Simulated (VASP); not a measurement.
# Cu (Im-3m) in VASP: a series of runs

Runs on Cu. Level: r2SCAN. Tasks: single point, relaxation of volume and atoms at fixed shape.

All numbers are computed with VASP 6.6.1; they aren't measurements. Logs are shortened: lines on timing, memory, paths and dates and some standing lists are left out, and cuts for length are marked.

## (1) The cell of the first run

Symmetry: Im-3m, No. 229, cubic system. Conventional cell: a = 2.842 Å, b = 2.842 Å, c = 2.842 Å, α = 90.00°, β = 90.00°, γ = 90.00°. Cu (site symmetry m-3m) has 14 Cu at 2.46 to 2.84 Å within 3.2 Å.

## (2) Single point, r2SCAN

POSCAR reads:

```
Cu
1.0
    2.8422139947      0.0000000000      0.0000000000
    0.0000000000      2.8422139947      0.0000000000
    0.0000000000      0.0000000000      2.8422139947
Cu
2
Direct
    0.0000000000      0.0000000000      0.0000000000
    0.5000000000      0.5000000000      0.5000000000
```

INCAR.step1 reads:

```
  PREC = Accurate
  ENCUT = 520
  ISMEAR = 0
  SIGMA = 0.05
  LREAL = F
  LASPH = T
  NELM = 100
  NBANDS = 18
  GGA = PE
  ALGO = Normal
  EDIFF = 1E-4
  LWAVE = T
  LCHARG = F
```

INCAR.step2 reads:

```
  PREC = Accurate
  ENCUT = 520
  EDIFF = 1E-6
  ISMEAR = 0
  SIGMA = 0.05
  LREAL = F
  LASPH = T
  NELM = 100
  ALGO = Normal
  ISIF = 2
  LWAVE = F
  LCHARG = F
  METAGGA = R2SCAN
  LMIXTAU = T
  NBANDS = 18
  ISTART = 1
```

KPOINTS reads:

```
regular mesh
0
Gamma
  7 7 7
```

Potentials or basis: VASP PAW PBE potentials, release 64 (Cu).

Launch:

```
$ cat potpaw_PBE.64/Cu/POTCAR > POTCAR
$ cp INCAR.step1 INCAR
$ mpirun -np 1 vasp_std > vasp.out
$ cp INCAR.step2 INCAR
$ mpirun -np 1 vasp_std > vasp.out
```

OUTCAR:

```text
PREC = Accurate
   ENCUT = 520
   EDIFF = 1E-6
   ISMEAR = 0
   LREAL = F
   LASPH = T
   NELM = 100
   ISIF = 2
   METAGGA = R2SCAN
   ISTART = 1

 ion  position               nearest neighbor table
   1  0.000  0.000  0.000-   2 2.46   2 2.46   2 2.46   2 2.46   2 2.46   2 2.46   2 2.46   2 2.46

   2  0.500  0.500  0.500-   1 2.46   1 2.46   1 2.46   1 2.46   1 2.46   1 2.46   1 2.46   1 2.46

  LATTYP: Found a simple cubic cell.
 ALAT       =     2.8422139947

  Lattice vectors:

 A1 = (   2.8422139947,   0.0000000000,   0.0000000000)
 A2 = (   0.0000000000,   2.8422139947,   0.0000000000)
 A3 = (   0.0000000000,   0.0000000000,   2.8422139947)

Analysis of symmetry for initial positions (statically):
=====================================================================
 Subroutine PRICEL returns following result:

  LATTYP: Found a body centered cubic cell.
 ALAT       =     2.8422139947

  Lattice vectors:

 A1 = (   1.4211069973,   1.4211069974,  -1.4211069973)
 A2 = (  -1.4211069973,   1.4211069973,   1.4211069973)
 A3 = (   1.4211069973,  -1.4211069973,   1.4211069974)

   2 primitive cells build up your supercell.

 Routine SETGRP: Setting up the symmetry group for a
 simple cubic supercell.

 Subroutine GETGRP returns: Found 48 space group operations
[... 5 lines left out ...]
Analysis of symmetry for dynamics (positions and initial velocities):
=====================================================================
 Subroutine PRICEL returns following result:

  LATTYP: Found a body centered cubic cell.
 ALAT       =     2.8422139947

  Lattice vectors:

 A1 = (   1.4211069973,   1.4211069974,  -1.4211069973)
 A2 = (  -1.4211069973,   1.4211069973,   1.4211069973)
 A3 = (   1.4211069973,  -1.4211069973,   1.4211069974)

   2 primitive cells build up your supercell.

 Routine SETGRP: Setting up the symmetry group for a
 simple cubic supercell.

 Subroutine GETGRP returns: Found 48 space group operations
[... 5 lines left out ...]
 Subroutine INISYM returns: Found 48 space group operations
 (whereof 48 operations are pure point group operations),
 and found     2 'primitive' translations

----------------------------------------------------------------------------------------

                                     Primitive cell

  volume of cell :      11.4800

  direct lattice vectors                    reciprocal lattice vectors
     1.421106997  1.421106997 -1.421106997     0.351838391  0.351838391  0.000000000
    -1.421106997  1.421106997  1.421106997    -0.000000000  0.351838391  0.351838391
     1.421106997 -1.421106997  1.421106997     0.351838391  0.000000000  0.351838391

  length of vectors
     2.461429522  2.461429522  2.461429522     0.497574625  0.497574625  0.497574625

  position of ions in fractional coordinates (direct lattice)
     0.000000000  0.000000000  0.000000000

  ion indices of the primitive-cell ions
   primitive index   ion index
                 1           1

----------------------------------------------------------------------------------------

 KPOINTS: regular mesh

Automatic generation of k-mesh.
 Grid dimensions read from file:
 generate k-points for:    7    7    7

 Generating k-lattice:

  Cartesian coordinates                     Fractional coordinates (reciprocal lattice)
     0.050262627  0.000000000  0.000000000     0.142857143  0.000000000  0.000000000
     0.000000000  0.050262627  0.000000000     0.000000000  0.142857143  0.000000000
     0.000000000  0.000000000  0.050262627     0.000000000  0.000000000  0.142857143

  Length of vectors
     0.050262627  0.050262627  0.050262627

  Shift w.r.t. Gamma in fractional coordinates (k-lattice)
     0.000000000  0.000000000  0.000000000

 Subroutine IBZKPT returns following result:
 ===========================================

 Found     20 irreducible k-points:

 Following reciprocal coordinates:
            Coordinates               Weight
  0.000000  0.000000  0.000000      1.000000
  0.142857  0.000000  0.000000      6.000000
  0.285714  0.000000  0.000000      6.000000
  0.428571  0.000000  0.000000      6.000000
  0.142857  0.142857  0.000000     12.000000
  0.285714  0.142857  0.000000     24.000000
[... 12 lines left out ...]
  0.428571  0.428571  0.285714     24.000000
  0.428571  0.428571  0.428571      8.000000
   k-points           NKPTS =     20   k-points in BZ     NKDIM =     20   number of bands    NBANDS=     18
   number of dos      NEDOS =    301   number of ions     NIONS =      2
   total plane-waves  NPLWV =  13824
   dimension x,y,z NGX =    24 NGY =   24 NGZ =   24
   dimension x,y,z NGXF=    48 NGYF=   48 NGZF=   48
   ions per type =               2
   NGX,Y,Z   is equivalent  to a cutoff of  14.04, 14.04, 14.04 a.u.
   NGXF,Y,Z  is equivalent  to a cutoff of  28.08, 28.08, 28.08 a.u.
 SYSTEM =  unknown system
   PREC   = accura    normal or accurate (medium, high low for compatibility)
   ISTART =      1    job   : 0-new  1-cont  2-samecut
   ICHARG =      0    charge: 1-file 2-atom 10-const
   ISPIN  =      1    spin polarized calculation?
   LNONCOLLINEAR =      F non collinear calculations
   LSORBIT =      F    spin-orbit coupling
   LASPH  =      T    aspherical Exc in radial PAW
   ENCUT  =  520.0 eV  38.22 Ry    6.18 a.u.   5.28  5.28  5.28*2*pi/ulx,y,z
   NELM   =    100;   NELMIN=  2; NELMDL=  0     # of ELM steps
   EDIFF  = 0.1E-05   stopping-criterion for ELM
   LREAL  =      F    real-space projection
   EDIFFG = 0.1E-04   stopping-criterion for IOM
   NSW    =      0    number of steps for IOM
   IBRION =     -1    ionic relax: 0-MD 1-quasi-New 2-CG
   NFREE  =      0    steps in history (QN), initial steepest desc. (CG)
   ISIF   =      2    stress and relaxation
   ISYM   =      2    0-nonsym 1-usesym 2-fastsym
   POTIM  = 0.5000    time-step for ionic-motion
   TEBEG  =    0.0;   TEEND  =   0.0 temperature during run
   PSTRESS=    0.0 pullay stress
   NELECT =      22.0000    total number of electrons
   NUPDOWN=      -1.0000    fix difference up-down
   EMIN   =  10.00;   EMAX   =-10.00  energy-range for DOS
   EFERMI =   0.00;   METHOD = LEGACY
   ISMEAR =     0;   SIGMA  =   0.05  broadening in eV -4-tet -1-fermi 0-gaus
   EFERMI_NEDOS =   21; number of points for ismear=-14 and -15
   IALGO  =     38    algorithm
   IMIX   =      4    mixing-type and parameters
     AMIX     =   0.40;   BMIX     =  1.00
     AMIX_MAG =   1.60;   BMIX_MAG =  1.00
  volume/ion in A,a.u.               =      11.48        77.47
  Fermi-wavevector in a.u.,A,eV,Ry     =   1.613958  3.049939 35.441287  2.604861
  Thomas-Fermi vector in A             =   2.708944
   LORBIT       =      0    0 simple, 1 ext, 2 COOP (PROOUT), +10 PAW based schemes
   METAGGA = R2SCAN    functional components
   LHFCALC =     F    Hartree Fock is set to
   AEXX    =    0.0000 exact exchange contribution
   IVDW    =     0    specifies the selected vdW correction
   LEPSILON=     F    determine dielectric tensor
   LRPA    =     F    only Hartree local field effects (RPA)
 non-spin polarized calculation
 Gauss-broadening in eV      SIGMA  =   0.05
  energy-cutoff  :      520.00
  volume of cell :       22.96
 maximum number of plane-waves:       627
 NGX is ok and might be reduce to    24
   NGX = 11   NGY = 11   NGZ = 11

 number of electron      21.9999980 magnetization

 Free energy of the ion-electron system (eV)
  ---------------------------------------------------
  ext. energy  EPLUGINS =         0.00000000
  ---------------------------------------------------
  free energy    TOTEN  =       -21.52471046 eV

  energy without entropy =      -21.52130949  energy(sigma->0) =      -21.52300998

 E-fermi :   7.7570     XC(G=0): -13.9449

 val. band max:        7.7486573025   @ k =   0.4286   0.1429   0.1429
 cond. band min:       7.8047905285   @ k =   0.4286   0.2857   0.2857
 fundamental gap:      0.0561332260
 Fermi energy:         7.7570258973

 k-point     1 :       0.0000    0.0000    0.0000
  band No.  band energies     occupation
      1      -2.1425      2.00000
      2       2.7544      2.00000
      3       2.7544      2.00000
      4       4.4266      2.00000
      5       4.4266      2.00000
      6       4.4266      2.00000
[... 10 lines left out ...]
     17      25.0755      0.00000
     18      34.0816      0.00000

 k-point     2 :       0.1429    0.0000    0.0000
  band No.  band energies     occupation
      1      -1.7275      2.00000
      2       2.8602      2.00000
      3       2.8956      2.00000
      4       4.4274      2.00000
      5       4.4274      2.00000
      6       4.5085      2.00000
[... 10 lines left out ...]
     17      27.1897      0.00000
     18      31.3824      0.00000

 k-point     3 :       0.2857    0.0000    0.0000
  band No.  band energies     occupation
      1      -0.5332      2.00000
      2       3.0240      2.00000
      3       3.2898      2.00000
      4       4.4630      2.00000
      5       4.4630      2.00000
      6       4.7382      2.00000
[... 10 lines left out ...]
     17      28.1342      0.00000
     18      28.6955      0.00000

 k-point     4 :       0.4286    0.0000    0.0000
  band No.  band energies     occupation
      1       1.2046      2.00000
      2       2.6775      2.00000
      3       3.8535      2.00000
      4       4.4653      2.00000
      5       4.6077      2.00000
      6       4.6077      2.00000
[... 10 lines left out ...]
     17      24.9844      0.00000
     18      25.5139      0.00000

 k-point     5 :       0.1429    0.1429    0.0000
  band No.  band energies     occupation
      1      -1.3216      2.00000
      2       2.9860      2.00000
      3       3.0060      2.00000
      4       4.2782      2.00000
      5       4.4034      2.00000
      6       4.7345      2.00000
[... 10 lines left out ...]
     17      28.0906      0.00000
     18      28.2298      0.00000

 k-point     6 :       0.2857    0.1429    0.0000
  band No.  band energies     occupation
      1      -0.1644      2.00000
      2       3.1282      2.00000
      3       3.3707      2.00000
      4       4.1985      2.00000
      5       4.3729      2.00000
      6       4.9852      2.00000
[... 10 lines left out ...]
     17      27.3712      0.00000
     18      29.0551      0.00000

 k-point     7 :       0.4286    0.1429    0.0000
  band No.  band energies     occupation
      1       1.4678      2.00000
      2       2.7806      2.00000
      3       3.8504      2.00000
      4       4.2576      2.00000
      5       4.2714      2.00000
      6       4.5382      2.00000
[... 10 lines left out ...]
     17      25.3442      0.00000
     18      26.5801      0.00000

 k-point     8 :       0.2857    0.2857    0.0000
  band No.  band energies     occupation
      1       0.8297      2.00000
      2       3.0724      2.00000
      3       3.7932      2.00000
      4       3.9533      2.00000
      5       4.3981      2.00000
      6       4.4523      2.00000
[... 10 lines left out ...]
     17      28.4235      0.00000
     18      29.3171      0.00000
[... 145 lines left out ...]
     17      27.0366      0.00000
     18      28.3201      0.00000

 k-point    16 :       0.4286    0.4286    0.1429
  band No.  band energies     occupation
      1       2.5429      2.00000
      2       2.7085      2.00000
      3       3.6660      2.00000
      4       3.7070      2.00000
      5       4.8748      2.00000
      6       5.0071      2.00000
[... 10 lines left out ...]
     17      24.1590      0.00000
     18      26.0886      0.00000

 k-point    17 :       0.2857    0.2857    0.2857
  band No.  band energies     occupation
      1       2.0803      2.00000
      2       3.6125      2.00000
      3       3.7655      2.00000
      4       3.7655      2.00000
      5       3.7956      2.00000
      6       3.7956      2.00000
[... 10 lines left out ...]
     17      22.2609      0.00000
     18      28.9085      0.00000

 k-point    18 :       0.4286    0.2857    0.2857
  band No.  band energies     occupation
      1       2.9107      2.00000
      2       3.2579      2.00000
      3       3.7169      2.00000
      4       3.7182      2.00000
      5       3.9132      2.00000
      6       4.0981      2.00000
[... 10 lines left out ...]
     17      23.3502      0.00000
     18      25.8062      0.00000

 k-point    19 :       0.4286    0.4286    0.2857
  band No.  band energies     occupation
      1       3.1527      2.00000
      2       3.1921      2.00000
      3       3.6052      2.00000
      4       3.6523      2.00000
      5       4.1924      2.00000
      6       4.2869      2.00000
[... 10 lines left out ...]
     17      20.2397      0.00000
     18      22.5610      0.00000

 k-point    20 :       0.4286    0.4286    0.4286
  band No.  band energies     occupation
      1       3.4510      2.00000
      2       3.6231      2.00000
      3       3.6231      2.00000
      4       3.7960      2.00000
      5       3.8299      2.00000
      6       3.8299      2.00000
[... 10 lines left out ...]
     17      17.2904      0.00000
     18      19.2735      0.00000

------------------------ aborting loop because EDIFF is reached ----------------------------------------

  FORCE on cell =-STRESS in cart. coord.  units (eV):
  Direction    XX          YY          ZZ          XY          YZ          ZX
  --------------------------------------------------------------------------------------
  -------------------------------------------------------------------------------------
  Total        0.1075447      0.1075447      0.1075447      0.0000000      0.0000000      0.0000000
  in kB        7.5046277      7.5046277      7.5046277      0.0000000      0.0000000      0.0000000
  external PRESSURE =       7.5046277 kB  Pullay stress =       0.0000000 kB

 VOLUME and BASIS-vectors are now :
 -----------------------------------------------------------------------------
  energy-cutoff  :      520.00
  volume of cell :       22.96
      direct lattice vectors                 reciprocal lattice vectors
     2.842213995  0.000000000  0.000000000     0.351838391  0.000000000  0.000000000
     0.000000000  2.842213995  0.000000000     0.000000000  0.351838391  0.000000000
     0.000000000  0.000000000  2.842213995     0.000000000  0.000000000  0.351838391

 POSITION                                       TOTAL-FORCE (eV/Angst)
 -----------------------------------------------------------------------------------
      0.00000      0.00000      0.00000        -0.000000      0.000000     -0.000000
      1.42111      1.42111      1.42111         0.000000     -0.000000      0.000000
 -----------------------------------------------------------------------------------
    total drift:                                0.000000      0.000000     -0.000000

  FREE ENERGIE OF THE ION-ELECTRON SYSTEM (eV)
  ---------------------------------------------------
  free  energy   TOTEN  =       -21.5247104584 eV

  energy  without entropy=      -21.5213094944  energy(sigma->0) =      -21.52300998
```

Wall time 24 s (1 thread of AMD EPYC 9R45 (Zen 5), shared host); peak memory 0.11 GiB.

Results:

```
Free energy            : -21.5247 eV
Pressure               : 0.8 GPa
Band gap on the k mesh : zero (band 11 reaches 11.20 eV, above the bottom of band 12 at 7.11 eV)
```

Levels at points of the mesh, in eV from the Fermi level:
| k point | band 8 | band 9 | band 10 | band 11 | band 12 | band 13 | band 14 | band 15 |
| --- | --- | --- | --- | --- | --- | --- | --- | --- |
| (0.00, 0.00, 0.00) | -2.28 | -1.67 | -1.67 | -1.67 | 8.78 | 8.78 | 8.78 | 14.18 |

Caveat: the PAW data sets were made with another functional, which shifts forces and pressure a little.

## (3) Relaxation of volume and atoms at fixed shape, r2SCAN

This run uses another cell than the first one, of 11.82 Å³/atom, 1.030 times its volume.

POSCAR reads:

```
Cu
1.0
    2.8700000000      0.0000000000      0.0000000000
    0.0000000000      2.8700000000      0.0000000000
    0.0000000000      0.0000000000      2.8700000000
Cu
2
Direct
    0.0000000000      0.0000000000      0.0000000000
    0.5000000000      0.5000000000      0.5000000000
```

INCAR.step1 reads:

```
SYSTEM = Cu
ALGO = Normal ; EDIFF = 1E-4
ENCUT = 600 ; GGA = PE
ISMEAR = 0 ; LASPH = .TRUE.
LCHARG = .FALSE. ; LREAL = .FALSE.
LWAVE = .TRUE. ; NELM = 60
PREC = Accurate ; SIGMA = 0.05
```

INCAR.step2 reads:

```
SYSTEM = Cu
ALGO = Normal ; EDIFF = 1E-7
EDIFFG = -0.01 ; ENCUT = 600
IBRION = 2 ; ISIF = 8
ISMEAR = 0 ; ISTART = 1
LASPH = .TRUE. ; LCHARG = .FALSE.
LMIXTAU = .TRUE. ; LREAL = .FALSE.
LWAVE = .FALSE. ; METAGGA = R2SCAN
NELM = 60 ; NSW = 80
PREC = Accurate ; SIGMA = 0.05
```

KPOINTS reads:

```
k-points
0
G
  7 7 7
  0 0 0
```

Potentials or basis: VASP PAW PBE potentials, release 64 (Cu).

Launch:

```
$ cat potpaw_PBE.64/Cu/POTCAR > POTCAR
$ cp INCAR.step1 INCAR
$ mpirun -np 1 vasp_std > vasp.out
$ cp INCAR.step2 INCAR
$ mpirun -np 1 vasp_std > vasp.out
```

Run time: 53 s. Hardware: 1 thread of AMD EPYC 9R45 (Zen 5), shared host; peak memory 0.11 GiB.

The run converged. Its results:

```
Free energy                            : -21.5260 eV
Relaxed volume                         : 11.54 Å³/atom
Relaxed cell                           : a = 2.847 Å, b = 2.847 Å, c = 2.847 Å, α = 90.00°, β = 90.00°, γ = 90.00°
Space group after relaxing (to 0.05 Å) : Im-3m (No. 229)
Energy gained by relaxing              : 2.9 meV/atom
Ionic steps                            : 3
Pressure after relaxing                : -0.1 GPa
Band gap on the k mesh                 : zero (band 11 reaches 11.12 eV, above the bottom of band 12 at 7.05 eV)
```

The path:
| step | energy change (eV) | largest force (eV/Å) | pressure (GPa) | volume (Å³) |
| --- | --- | --- | --- | --- |
| 1 | 0.0000 | 0.0000 | -3.25 | 23.64 |
| 2 | -0.0045 | 0.0000 | 1.58 | 22.83 |
| 3 | -0.0057 | 0.0000 | -0.08 | 23.08 |

Final structure:
```
Cu
1.0
     2.84735    0.00000    0.00000
     0.00000    2.84735    0.00000
     0.00000    0.00000    2.84735
Cu
2
Direct
  0.00000 0.00000 0.00000
  0.50000 0.50000 0.50000
```

Levels at points of the mesh, in eV from the Fermi level:
| k point | band 9 | band 10 | band 11 | band 12 | band 13 | band 14 |
| --- | --- | --- | --- | --- | --- | --- |
| (0.00, 0.00, 0.00) | -1.66 | -1.66 | -1.66 | 8.75 | 8.75 | 8.75 |

Caveat: the PAW data sets were made with another functional, which shifts forces and pressure a little.
